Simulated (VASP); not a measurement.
Set up this calculation in VASP 6.6.1, as the native input.

* Task: single point
* Functional: PBE
* Potentials or basis: VASP PAW PBE potentials, release 64 (Be, Si)
* Cutoff: 520 eV
* k mesh: 20 × 20 × 20
* Occupations: gaussian, width 0.1 eV
* Spin: no spin polarisation
* Dipole correction: no
* Further INCAR settings: ALGO = Normal; EDIFF = 1e-06; NBANDS = 14

The structure of BeSi lies in POSCAR:

```
BeSi
1.0
   -1.5709473341      1.5709473341      5.2365325793
    1.5709473341     -1.5709473341      5.2365325793
    1.5709473341      1.5709473341     -5.2365325793
Be Si
2 2
Direct
    0.0975484877      0.0975484877      0.0000000000
    0.9024515123      0.9024515123      0.0000000000
    0.5000000000      0.5000000000      0.0000000000
    0.7500000000      0.2500000000      0.5000000000
```

The cell was generated, and may not be a known phase.

One way to write it, as run:

INCAR

```
SYSTEM = BeSi
PREC = Accurate
ENCUT = 520
EDIFF = 1E-6
ISMEAR = 0
SIGMA = 0.1
LREAL = .FALSE.
LASPH = .TRUE.
NELM = 100
ALGO = Normal
ISIF = 2
LWAVE = .FALSE.
LCHARG = .TRUE.
GGA = PE
LELF = .TRUE.
LVHAR = .TRUE.
NBANDS = 14
```

KPOINTS

```
regular mesh
0
G
  20 20 20
  0 0 0
```

Potentials or basis: VASP PAW PBE potentials, release 64 (Be, Si).

Run with:

```console
$ cat potpaw_PBE.64/Be/POTCAR potpaw_PBE.64/Si/POTCAR > POTCAR
$ mpirun -np 1 vasp_std > vasp.out
```

It gave:

```yaml
Pressure: 0.0 GPa
Largest_force: 0.008 eV/Å
Band_gap_on_the_k_mesh: zero (bands 6 and 7 overlap by 4.82 eV)
```

Run time: 10 min on 1 thread of AMD EPYC 9R14 (Zen 4) (shared host), peak memory 0.53 GiB.
